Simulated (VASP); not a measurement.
# ZnS (F-43m) in VASP: a series of runs, part 2 of 2

VASP 6.6.1.

### 3 Single point, PBE

This run uses another cell than the first one, of 20.52 Å³/atom, 1.020 times its volume.

INCAR

```
PREC = Accurate ; ENCUT = 520
EDIFF = 1E-6 ; ISMEAR = -1
SIGMA = 0.02 ; LREAL = False
LASPH = True ; NELM = 60
ALGO = Normal ; ISIF = 2
LWAVE = False ; LCHARG = False
GGA = PE ; NBANDS = 16
```

KPOINTS

```
regular mesh
0
Gamma
  6 6 6
```

POSCAR

```
ZnS
1.0
    0.0000000000      2.7375567091      2.7375567091
    2.7375567091      0.0000000000      2.7375567091
    2.7375567091      2.7375567091      0.0000000000
Zn S
1 1
Direct
    0.2500000000      0.2500000000      0.2500000000
    0.0000000000      0.0000000000      0.0000000000
```

Potentials or basis: VASP PAW PBE potentials, release 64 (Zn, S).

Launch:

```console
$ cat potpaw_PBE.64/Zn/POTCAR potpaw_PBE.64/S/POTCAR > POTCAR
$ mpirun -np 1 vasp_std > vasp.out
```

It took 6.8 s on 1 thread of Intel Xeon 6975P-C (Granite Rapids), shared host; peak memory 0.16 GiB.

Results (log left out):

```yaml
Free_energy: -6.8478 eV
Pressure: -1.0 GPa
Band_gap_on_the_k_mesh: 1.94 eV, direct
```

Levels at points of the mesh, in eV from the valence-band top:
```csv
k point,band 6,band 7,band 8,band 9,band 10,band 11,band 12,band 13
"(0.00, 0.00, 0.00)",-5.74,0.00,0.00,0.00,1.94,6.42,6.42,6.42
"(0.50, 0.00, 0.00)",-5.55,-5.04,-0.81,-0.81,3.23,6.94,6.94,8.72
"(0.50, 0.50, 0.00)",-5.54,-4.41,-2.08,-2.08,3.49,4.07,10.71,11.70
```

### 4 Single point, PBE

This run uses another cell than the first one, of 20.91 Å³/atom, 1.039 times its volume.

INCAR

```
SYSTEM = ZnS
ALGO = Normal
EDIFF = 1E-6
ENCUT = 520
GGA = PE
ISIF = 2
ISMEAR = -1
LASPH = .True.
LCHARG = .False.
LREAL = .False.
LWAVE = .False.
NBANDS = 16
NELM = 100
PREC = Accurate
SIGMA = 0.02
```

KPOINTS

```
k-points
0
Gamma
  6 6 6
  0 0 0
```

POSCAR

```
ZnS
1.0
    0.0000000000      2.7549938462      2.7549938462
    2.7549938462      0.0000000000      2.7549938462
    2.7549938462      2.7549938462      0.0000000000
Zn S
1 1
Direct
    0.2500000000      0.2500000000      0.2500000000
    0.0000000000      0.0000000000      0.0000000000
```

Potentials or basis: VASP PAW PBE potentials, release 64 (Zn, S).

Launch:

```console
$ cat potpaw_PBE.64/Zn/POTCAR potpaw_PBE.64/S/POTCAR > POTCAR
$ mpirun -np 1 vasp_std > vasp.out
```

OUTCAR:

```text
SYSTEM = ZnS
   EDIFF = 1E-6
   ENCUT = 520
   GGA = PE
   ISIF = 2
   ISMEAR = -1
   LASPH = .True.
   LREAL = .False.
   NELM = 100
   PREC = Accurate

 ion  position               nearest neighbor table
   1  0.250  0.250  0.250-   2 2.39   2 2.39   2 2.39   2 2.39
   2  0.000  0.000  0.000-   1 2.39   1 2.39   1 2.39   1 2.39

  LATTYP: Found a face centered cubic cell.
 ALAT       =     5.5099876924

  Lattice vectors:

 A1 = (   0.0000000000,   2.7549938462,   2.7549938462)
 A2 = (   2.7549938462,   0.0000000000,   2.7549938462)
 A3 = (   2.7549938462,   2.7549938462,   0.0000000000)

Analysis of symmetry for initial positions (statically):
=====================================================================
 Subroutine PRICEL returns:
 Original cell was already a primitive cell.

 Routine SETGRP: Setting up the symmetry group for a
 face centered cubic supercell.

 Subroutine GETGRP returns: Found 24 space group operations
 (whereof 24 operations were pure point group operations)
 out of a pool of 48 trial point group operations.

The static configuration has the point symmetry T_d .

[... 149 lines left out ...]
  energy without entropy =       -6.83998914  energy(sigma->0) =       -6.83998914

 E-fermi :   2.0223     XC(G=0):  -9.3575

 val. band max:        1.5845183742   @ k =   0.0000   0.0000   0.0000
 cond. band min:       3.4464558788   @ k =   0.0000   0.0000   0.0000
 fundamental gap:      1.8619375046
 Fermi energy:         2.0223402025

 k-point     1 :       0.0000    0.0000    0.0000
  band No.  band energies     occupation
      1     -11.1671      2.00000
      2      -4.5437      2.00000
      3      -4.5437      2.00000
      4      -4.5437      2.00000
      5      -4.1123      2.00000
      6      -4.1123      2.00000
[... 281 lines left out ...]
      3      -4.2892      2.00000
      4      -4.2065      2.00000
      5      -4.0909      2.00000
      6      -3.8034      2.00000
[... 8 lines left out ...]
     15      15.2837      0.00000
     16      16.1339      0.00000

------------------------ aborting loop because EDIFF is reached ----------------------------------------

  FORCE on cell =-STRESS in cart. coord.  units (eV):
  Direction    XX          YY          ZZ          XY          YZ          ZX
  --------------------------------------------------------------------------------------
  -------------------------------------------------------------------------------------
  Total       -0.5732544     -0.5732544     -0.5732544      0.0000000      0.0000000      0.0000000
  in kB      -21.9617080    -21.9617080    -21.9617080      0.0000000      0.0000000      0.0000000
  external PRESSURE =     -21.9617080 kB  Pullay stress =       0.0000000 kB

 VOLUME and BASIS-vectors are now :
 -----------------------------------------------------------------------------
  energy-cutoff  :      520.00
  volume of cell :       41.82
      direct lattice vectors                 reciprocal lattice vectors
     0.000000000  2.754993846  2.754993846    -0.181488609  0.181488609  0.181488609
     2.754993846  0.000000000  2.754993846     0.181488609 -0.181488609  0.181488609
     2.754993846  2.754993846  0.000000000     0.181488609  0.181488609 -0.181488609

 POSITION                                       TOTAL-FORCE (eV/Angst)
 -----------------------------------------------------------------------------------
      1.37750      1.37750      1.37750         0.000000      0.000000      0.000000
      0.00000      0.00000      0.00000        -0.000000     -0.000000     -0.000000
 -----------------------------------------------------------------------------------
    total drift:                                0.000000      0.000000      0.000000

  FREE ENERGIE OF THE ION-ELECTRON SYSTEM (eV)
  ---------------------------------------------------
  free  energy   TOTEN  =        -6.8399891444 eV

  energy  without entropy=       -6.8399891444  energy(sigma->0) =       -6.83998914
```

Wall time 6.3 s (1 thread of Intel Xeon 6975P-C (Granite Rapids), shared host); peak memory 0.16 GiB.

Results:

| Item | Value |
| --- | --- |
| Free energy | -6.8400 eV |
| Pressure | -2.2 GPa |
| Band gap on the k mesh | 1.86 eV, direct |

Levels at points of the mesh, in eV from the valence-band top:
| k point | band 7 | band 8 | band 9 | band 10 | band 11 | band 12 |
| --- | --- | --- | --- | --- | --- | --- |
| (0.00, 0.00, 0.00) | 0.00 | 0.00 | 0.00 | 1.86 | 6.43 | 6.43 |
| (0.50, 0.00, 0.00) | -4.92 | -0.79 | -0.79 | 3.19 | 6.95 | 6.95 |
| (0.50, 0.50, 0.00) | -4.33 | -2.02 | -2.02 | 3.53 | 4.06 | 10.58 |

### 5 The runs side by side

```tsv
cell	gap on the mesh (eV)	pressure (GPa)
a = 3.847 Å, angles 60.0°, 2 atoms	2.03	0.3
a = 3.871 Å, angles 60.0°, 2 atoms	1.94	-1.0
a = 3.896 Å, angles 60.0°, 2 atoms	1.86	-2.2
```

Alike in all rows: task single point; level PBE; potentials or basis VASP PAW PBE potentials, release 64 (Zn, S); no spin polarisation; k mesh 6 × 6 × 6; cutoff (eV) 520; smearing fermi-dirac 0.02 eV.

Total energies depend on the potentials used, so only differences within one code and one set of settings carry meaning.

### 6 Comparison with measurements

Step 2. Against the measured gap of ZnS, 3.85 eV (direct; 19 K; quoted in “Electronic, vibrational, and thermodynamic properties of ZnS (zincblende and rocksalt structure)”, 2009, arxiv:0911.5022), the calculated 2.03 eV is off by -1.82 eV. The value is that of PBE, without temperature or zero-point motion. Semilocal functionals fall short of measured gaps as a rule.

Step 3. Measured gap of ZnS: 3.85 eV (direct; 19 K; quoted in “Electronic, vibrational, and thermodynamic properties of ZnS (zincblende and rocksalt structure)”, 2009, arxiv:0911.5022). This calculation gives 1.94 eV (-1.91 eV). The value is that of PBE, without temperature or zero-point motion. Semilocal functionals fall short of measured gaps as a rule.

Step 4. A measured gap of ZnS is 3.85 eV (direct; 19 K; quoted in “Electronic, vibrational, and thermodynamic properties of ZnS (zincblende and rocksalt structure)”, 2009, arxiv:0911.5022); the calculated 1.86 eV misses it by -1.99 eV. So large a miss can be the level of theory's own, or it may mean another phase, state or a wrong row. The value is that of PBE, without temperature or zero-point motion. Semilocal functionals fall short of measured gaps as a rule.
